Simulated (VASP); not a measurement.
# Sn4Se3 in VASP: relaxation of the atoms with PBEsol

Aim: the relaxation of the atoms of Sn4Se3 with PBEsol.

Everything below comes from runs of VASP 6.6.1. Logs are shortened: lines on timing, memory, paths and dates and some standing lists are left out, and cuts for length are marked.

## Step 1: The cell of the first run

The cell holds a slab with vacuum, 7 atoms: a = 4.204 Å, b = 4.204 Å, c = 25.298 Å, α = 90.00°, β = 90.00°, γ = 120.00°.

## Step 2: Relaxation of the atoms, PBEsol

Contents of INCAR:

```
ALGO = Fast ; DIPOL = 0.5 0.5 0.500
EDIFF = 1E-6 ; EDIFFG = -0.02
ENCUT = 520 ; GGA = PS
IBRION = 2 ; IDIPOL = 3
ISIF = 2 ; ISMEAR = 0
KPAR = 4 ; LASPH = True
LCHARG = False ; LDIPOL = True
LREAL = False ; LWAVE = False
NELM = 80 ; NSW = 80
PREC = Accurate ; SIGMA = 0.05
```

Contents of KPOINTS:

```
k-points
0
Gamma
  9 9 1
```

Contents of POSCAR:

```
Sn4Se3
1.0
    4.2041099650      0.0000000000      0.0000000000
   -2.1020549825      3.6408660300      0.0000000000
    0.0000000000      0.0000000000     25.2979242369
Sn Se
4 3
Direct
    0.6666666667      0.3333333333      0.2964670117
    0.3333333333      0.6666666667      0.4321556706
    0.0000000000      0.0000000000      0.5678443294
    0.6666666667      0.3333333333      0.7035329883
    0.0000000000      0.0000000000      0.3643113411
    0.6666666667      0.3333333333      0.5000000000
    0.3333333333      0.6666666667      0.6356886589
```

Potentials or basis: VASP PAW PBE potentials, release 64 (Sn_d, Se).

Started as:

```sh
> cat potpaw_PBE.64/Sn_d/POTCAR potpaw_PBE.64/Se/POTCAR > POTCAR
> mpirun -np 4 vasp_std > vasp.out
```

OUTCAR:

```text
EDIFF = 1E-6
   EDIFFG = -0.02
   ENCUT = 520
   GGA = PS
   IBRION = 2
   ISIF = 2
   ISMEAR = 0
   LASPH = True
   LREAL = False
   NELM = 80
   NSW = 80
   PREC = Accurate

 ion  position               nearest neighbor table
   1  0.667  0.333  0.296-   5 2.97   5 2.97   5 2.97
   2  0.333  0.667  0.432-   6 2.97   6 2.97   6 2.97   5 2.97   5 2.97   5 2.97
   3  0.000  0.000  0.568-   6 2.97   6 2.97   6 2.97   7 2.97   7 2.97   7 2.97
   4  0.667  0.333  0.704-   7 2.97   7 2.97   7 2.97
   5  0.000  0.000  0.364-   1 2.97   1 2.97   1 2.97   2 2.97   2 2.97   2 2.97
   6  0.667  0.333  0.500-   3 2.97   2 2.97   2 2.97   3 2.97   3 2.97   2 2.97
   7  0.333  0.667  0.636-   4 2.97   4 2.97   4 2.97   3 2.97   3 2.97   3 2.97

  LATTYP: Found a hexagonal cell.
 ALAT       =     4.2041099650
 C/A-ratio  =     6.0174268626

  Lattice vectors:

 A1 = (   4.2041099650,   0.0000000000,   0.0000000000)
 A2 = (  -2.1020549825,   3.6408660300,   0.0000000000)
 A3 = (   0.0000000000,   0.0000000000,  25.2979242369)

Analysis of symmetry for initial positions (statically):
=====================================================================
 Subroutine PRICEL returns:
 Original cell was already a primitive cell.

 Routine SETGRP: Setting up the symmetry group for a
 hexagonal supercell.

 Subroutine GETGRP returns: Found 12 space group operations
 (whereof  6 operations were pure point group operations)
 out of a pool of 24 trial point group operations.

The static configuration has the point symmetry C_3v.
 The point group associated with its full space group is D_3d.

Analysis of symmetry for dynamics (positions and initial velocities):
=====================================================================
 Subroutine PRICEL returns:
 Original cell was already a primitive cell.

 Routine SETGRP: Setting up the symmetry group for a
 hexagonal supercell.

 Subroutine GETGRP returns: Found 12 space group operations
 (whereof  6 operations were pure point group operations)
 out of a pool of 24 trial point group operations.

The dynamic configuration has the point symmetry C_3v.
 The point group associated with its full space group is D_3d.

 Subroutine INISYM returns: Found 12 space group operations
 (whereof  6 operations are pure point group operations),
 and found     1 'primitive' translations

----------------------------------------------------------------------------------------

                                     Primitive cell

  volume of cell :     387.2252

  direct lattice vectors                    reciprocal lattice vectors
     4.204109965  0.000000000  0.000000000     0.237862475  0.137329964  0.000000000
    -2.102054982  3.640866030  0.000000000     0.000000000  0.274659928  0.000000000
     0.000000000  0.000000000 25.297924237     0.000000000  0.000000000  0.039528935

  length of vectors
     4.204109965  4.204109965 25.297924237     0.274659928  0.274659928  0.039528935

  position of ions in fractional coordinates (direct lattice)
     0.666666667  0.333333333  0.296467012
     0.333333333  0.666666667  0.432155671
     0.000000000  0.000000000  0.567844329
     0.666666667  0.333333333  0.703532988
     0.000000000  0.000000000  0.364311341
     0.666666667  0.333333333  0.500000000
     0.333333333  0.666666667  0.635688659

  ion indices of the primitive-cell ions
   primitive index   ion index
                 1           1
                 2           2
                 3           3
                 4           4
                 5           5
                 6           6
                 7           7

----------------------------------------------------------------------------------------

 KPOINTS: k-points

Automatic generation of k-mesh.
 Grid dimensions read from file:
 generate k-points for:    9    9    1

 Generating k-lattice:

  Cartesian coordinates                     Fractional coordinates (reciprocal lattice)
     0.026429164  0.015258885  0.000000000     0.111111111  0.000000000  0.000000000
     0.000000000  0.030517770  0.000000000     0.000000000  0.111111111  0.000000000
     0.000000000  0.000000000  0.039528935     0.000000000  0.000000000  1.000000000

  Length of vectors
     0.030517770  0.030517770  0.039528935

  Shift w.r.t. Gamma in fractional coordinates (k-lattice)
     0.000000000  0.000000000  0.000000000

 Subroutine IBZKPT returns following result:
 ===========================================

 Found     12 irreducible k-points:

 Following reciprocal coordinates:
            Coordinates               Weight
  0.000000  0.000000  0.000000      1.000000
  0.111111  0.000000  0.000000      6.000000
  0.222222  0.000000  0.000000      6.000000
  0.333333  0.000000  0.000000      6.000000
  0.444444  0.000000  0.000000      6.000000
  0.111111  0.111111  0.000000      6.000000
  0.222222  0.111111  0.000000     12.000000
  0.333333  0.111111  0.000000     12.000000
  0.444444  0.111111  0.000000      6.000000
  0.222222  0.222222  0.000000      6.000000
  0.333333  0.222222  0.000000     12.000000
  0.333333  0.333333  0.000000      2.000000
   k-points           NKPTS =     12   k-points in BZ     NKDIM =     12   number of bands    NBANDS=     44
   number of dos      NEDOS =    301   number of ions     NIONS =      7
   total plane-waves  NPLWV = 196608
   dimension x,y,z NGX =    32 NGY =   32 NGZ =  192
   dimension x,y,z NGXF=    64 NGYF=   64 NGZF=  384
   ions per type =               4   3
   NGX,Y,Z   is equivalent  to a cutoff of  12.65, 12.65, 12.62 a.u.
   NGXF,Y,Z  is equivalent  to a cutoff of  25.31, 25.31, 25.23 a.u.
 SYSTEM =  unknown system
   PREC   = accura    normal or accurate (medium, high low for compatibility)
   ISTART =      0    job   : 0-new  1-cont  2-samecut
   ICHARG =      2    charge: 1-file 2-atom 10-const
   ISPIN  =      1    spin polarized calculation?
   LNONCOLLINEAR =      F non collinear calculations
   LSORBIT =      F    spin-orbit coupling
   LASPH  =      T    aspherical Exc in radial PAW
   ENCUT  =  520.0 eV  38.22 Ry    6.18 a.u.   7.82  7.82 47.04*2*pi/ulx,y,z
   NELM   =     80;   NELMIN=  2; NELMDL= -5     # of ELM steps
   EDIFF  = 0.1E-05   stopping-criterion for ELM
   LREAL  =      F    real-space projection
   EDIFFG = -.2E-01   stopping-criterion for IOM
   NSW    =     80    number of steps for IOM
   IBRION =      2    ionic relax: 0-MD 1-quasi-New 2-CG
   NFREE  =      1    steps in history (QN), initial steepest desc. (CG)
   ISIF   =      2    stress and relaxation
   ISYM   =      2    0-nonsym 1-usesym 2-fastsym
   POTIM  = 0.5000    time-step for ionic-motion
   TEBEG  =    0.0;   TEEND  =   0.0 temperature during run
   PSTRESS=    0.0 pullay stress
   NELECT =      74.0000    total number of electrons
   NUPDOWN=      -1.0000    fix difference up-down
   EMIN   =  10.00;   EMAX   =-10.00  energy-range for DOS
   EFERMI =   0.00;   METHOD = LEGACY
   ISMEAR =     0;   SIGMA  =   0.05  broadening in eV -4-tet -1-fermi 0-gaus
   EFERMI_NEDOS =   21; number of points for ismear=-14 and -15
   IALGO  =     68    algorithm
   IMIX   =      4    mixing-type and parameters
     AMIX     =   0.40;   BMIX     =  1.00
     AMIX_MAG =   1.60;   BMIX_MAG =  1.00
  volume/ion in A,a.u.               =      55.32       373.30
  Fermi-wavevector in a.u.,A,eV,Ry     =   0.942969  1.781953 12.098177  0.889191
  Thomas-Fermi vector in A             =   2.070631
   LORBIT       =      0    0 simple, 1 ext, 2 COOP (PROOUT), +10 PAW based schemes
   GGA     = PS    functional components
   LHFCALC =     F    Hartree Fock is set to
   AEXX    =    0.0000 exact exchange contribution
   IVDW    =     0    specifies the selected vdW correction
   LEPSILON=     F    determine dielectric tensor
   LRPA    =     F    only Hartree local field effects (RPA)
 conjugate gradient relaxation of ions
 non-spin polarized calculation
 RMM-DIIS sequential band-by-band and
 Gauss-broadening in eV      SIGMA  =   0.05
  energy-cutoff  :      520.00
  volume of cell :      387.23
 maximum number of plane-waves:     10451
 NGX is ok and might be reduce to    32
   NGX = 15   NGY = 15   NGZ = 95

 dipolmoment           0.000000      0.000000     -0.000000 electrons x Angstroem

--------------------------------------- Ionic step        1  -------------------------------------------

 number of electron      73.9999997 magnetization

 Free energy of the ion-electron system (eV)
  ---------------------------------------------------
  ext. energy  EPLUGINS =         0.00000000
  ---------------------------------------------------
  free energy    TOTEN  =       -29.26200762 eV

  energy without entropy =      -29.25139191  energy(sigma->0) =      -29.25669976

------------------------ aborting loop because EDIFF is reached ----------------------------------------

  FORCE on cell =-STRESS in cart. coord.  units (eV):
  Direction    XX          YY          ZZ          XY          YZ          ZX
  --------------------------------------------------------------------------------------
  -------------------------------------------------------------------------------------
  Total       -4.0614653     -4.0614653     -0.2560469      0.0000000      0.0000000     -0.0000000
  in kB      -16.8046578    -16.8046578     -1.0594159      0.0000000      0.0000000     -0.0000000
  external PRESSURE =     -11.5562438 kB  Pullay stress =       0.0000000 kB
[... 104 lines left out ...]
  FREE ENERGIE OF THE ION-ELECTRON SYSTEM (eV)
  ---------------------------------------------------
  free  energy   TOTEN  =       -29.3183342195 eV

  energy  without entropy=      -29.3110708824  energy(sigma->0) =      -29.31470255

[... ionic steps 4 to 10 ...]

--------------------------------------- Ionic step       11  -------------------------------------------

 number of electron      73.9999995 magnetization

------------------------ aborting loop because EDIFF is reached ----------------------------------------
[... 77 lines left out ...]
--------------------------------------- Ionic step       13  -------------------------------------------

 number of electron      74.0000005 magnetization

 dipolmoment           0.000000      0.000000      0.000002 electrons x Angstroem

 Free energy of the ion-electron system (eV)
  ---------------------------------------------------
  ext. energy  EPLUGINS =         0.00000000
  ---------------------------------------------------
  free energy    TOTEN  =       -29.32508993 eV

  energy without entropy =      -29.31682689  energy(sigma->0) =      -29.32095841

 E-fermi :   1.3742     XC(G=0):  -5.5180

 val. band max:        1.2697834278   @ k =   0.2222   0.0000   0.0000
 cond. band min:       1.3798371681   @ k =   0.3333   0.1111   0.0000
 fundamental gap:      0.1100537403
 Fermi energy:         1.3741757016

 k-point     1 :       0.0000    0.0000    0.0000
  band No.  band energies     occupation
      1     -20.7373      2.00000
      2     -20.7373      2.00000
      3     -20.7373      2.00000
      4     -20.7373      2.00000
      5     -20.7293      2.00000
      6     -20.7293      2.00000
[... 553 lines left out ...]
     43       3.9946      0.00000
     44       4.0130      0.00000

------------------------ aborting loop because EDIFF is reached ----------------------------------------

 vacuum level on the upper side and lower side of the slab       (xc-potential included)        -0.117        -0.117

  FORCE on cell =-STRESS in cart. coord.  units (eV):
  Direction    XX          YY          ZZ          XY          YZ          ZX
  --------------------------------------------------------------------------------------
  -------------------------------------------------------------------------------------
  Total       -3.7224876     -3.7224876     -0.0346110      0.0000000      0.0000000     -0.0000000
  in kB      -15.4021088    -15.4021088     -0.1432059      0.0000000      0.0000000     -0.0000000
  external PRESSURE =     -10.3158078 kB  Pullay stress =       0.0000000 kB
[... 22 lines left out ...]
  FREE ENERGIE OF THE ION-ELECTRON SYSTEM (eV)
  ---------------------------------------------------
  free  energy   TOTEN  =       -29.3250899348 eV

  energy  without entropy=      -29.3168268882  energy(sigma->0) =      -29.32095841

 reached required accuracy - stopping structural energy minimisation

 vacuum level on the upper side and lower side of the slab         4.918         4.918
```

It took 25 min on 4 MPI ranks of Oxide Virtual Turin-like, shared host; peak memory 0.59 GiB.

Results:

* Free energy: -29.3251 eV
* Energy gained by relaxing: 9.0 meV/atom
* Ionic steps: 13
* Largest force after relaxing: 0.016 eV/Å
* Band gap on the k mesh: zero (bands 37 and 38 overlap by 0.40 eV)

Forces on the atoms (eV/Å):
```
Sn   0.000  0.000 -0.010
Sn   0.000  0.000 -0.011
Sn   0.000  0.000  0.011
Sn   0.000  0.000  0.010
Se   0.000  0.000  0.016
Se   0.000  0.000  0.000
Se   0.000  0.000 -0.016
```

The path:
```csv
step,energy change (eV),largest force (eV/Å),pressure (GPa)
1,0.0000,0.4396,-1.16
2,-0.0244,0.3403,-1.08
3,-0.0563,0.0878,-0.78
4,-0.0564,0.0973,-0.75
5,-0.0578,0.0555,-0.75
6,-0.0588,0.0461,-0.74
7,-0.0589,0.0491,-0.74
8,-0.0595,0.0392,-0.77
9,-0.0609,0.0258,-0.83
10,-0.0626,0.0259,-0.97
11,-0.0616,0.0570,-1.23
12,-0.0629,0.0272,-1.05
13,-0.0631,0.0157,-1.03
```

Final structure:
```yaml
crystal:
  lattice:
    - [4.20411, 0.00000, 0.00000]
    - [-2.10205, 3.64087, 0.00000]
    - [0.00000, 0.00000, 25.29792]
  atoms:
    - { symbol: Sn, position: [0.66667, 0.33333, 0.29562] }
    - { symbol: Sn, position: [0.33333, 0.66667, 0.43205] }
    - { symbol: Sn, position: [0.00000, 0.00000, 0.56795] }
    - { symbol: Sn, position: [0.66667, 0.33333, 0.70438] }
    - { symbol: Se, position: [0.00000, 0.00000, 0.35767] }
    - { symbol: Se, position: [0.66667, 0.33333, 0.50000] }
    - { symbol: Se, position: [0.33333, 0.66667, 0.64233] }
```

Caveat: the PAW data sets were made with another functional, which shifts forces and pressure a little; spin-orbit coupling is left out, which moves the levels of the heavy elements.

The gap in the log of VASP goes by the Fermi energy; the results here count the filled bands.